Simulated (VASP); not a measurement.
Input of a VASP 6.6.1 run:

File POSCAR:

```
Ru
1.0
    0.0000000000      1.9307386248      1.9307386248
    1.9307386248      0.0000000000      1.9307386248
    1.9307386248      1.9307386248      0.0000000000
Ru
1
Direct
    0.0000000000      0.0000000000      0.0000000000
```

INCAR.step1

```
PREC = Accurate
ENCUT = 520
ISMEAR = -1
SIGMA = 0.1
LREAL = False
LASPH = True
NELM = 100
NBANDS = 13
GGA = PE
ALGO = Normal
EDIFF = 1E-4
LWAVE = True
LCHARG = False
```

The input INCAR.step2:

```
PREC = Accurate
ENCUT = 520
EDIFF = 1E-7
ISMEAR = -1
SIGMA = 0.1
LREAL = False
LASPH = True
NELM = 100
ALGO = Normal
ISIF = 2
LWAVE = False
LCHARG = False
METAGGA = R2SCAN
LMIXTAU = True
NBANDS = 13
ISTART = 1
```

File KPOINTS:

```
Automatic mesh
0
Gamma
  15 15 15
```

Potentials or basis: VASP PAW PBE potentials, release 64 (Ru_pv).

Command:

```console
$ cat potpaw_PBE.64/Ru_pv/POTCAR > POTCAR
$ cp INCAR.step1 INCAR
$ mpirun -np 1 vasp_std > vasp.out
$ cp INCAR.step2 INCAR
$ mpirun -np 1 vasp_std > vasp.out
```

Problem. Estimate the band gap on the k mesh.

Solution. Zero (band 7 reaches 13.65 eV, above the bottom of band 8 at 10.32 eV).

Problem. Predict the pressure.

Solution. -16.0 GPa.

Caveat: the PAW data sets were made with another functional, which shifts forces and pressure a little.
